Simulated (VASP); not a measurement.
Here is a VASP 6.6.1 calculation.

File INCAR:

```
SYSTEM = NaI
PREC = Accurate
ENCUT = 520
EDIFF = 1E-7
ISMEAR = -1
SIGMA = 0.02
LREAL = .FALSE.
LASPH = .TRUE.
NELM = 60
ALGO = Normal
ISIF = 2
LWAVE = .FALSE.
LCHARG = .FALSE.
GGA = PE
NBANDS = 14
```

KPOINTS

```
Automatic mesh
0
G
  8 8 8
  0 0 0
```

Contents of POSCAR:

```
NaI
1.0
    0.0000000000      3.2297205588      3.2620177644
    3.2297205588      0.0000000000      3.2620177644
    3.2297205588      3.2297205588      0.0000000000
Na I
1 1
Direct
    0.0000000000      0.0000000000      0.0000000000
    0.5000000000      0.5000000000      0.5000000000
```

Potentials or basis: VASP PAW PBE potentials, release 64 (Na_pv, I).

Command:

```console
$ cat potpaw_PBE.64/Na_pv/POTCAR potpaw_PBE.64/I/POTCAR > POTCAR
$ mpirun -np 1 vasp_std > vasp.out
```

Problem. Estimate the pressure.

Solution. 0.4 GPa.

Problem. What does it give for the band gap on the k mesh?

Solution. 3.62 eV.

Stress tensor (GPa, compression positive):
```
0.45 0.00 0.00
0.00 0.45 0.00
0.00 0.00 0.21
```

Caveat: the cell differs from its parent crystal (uniaxial z strain +1.0%); spin-orbit coupling is left out, which moves the levels of the heavy elements.
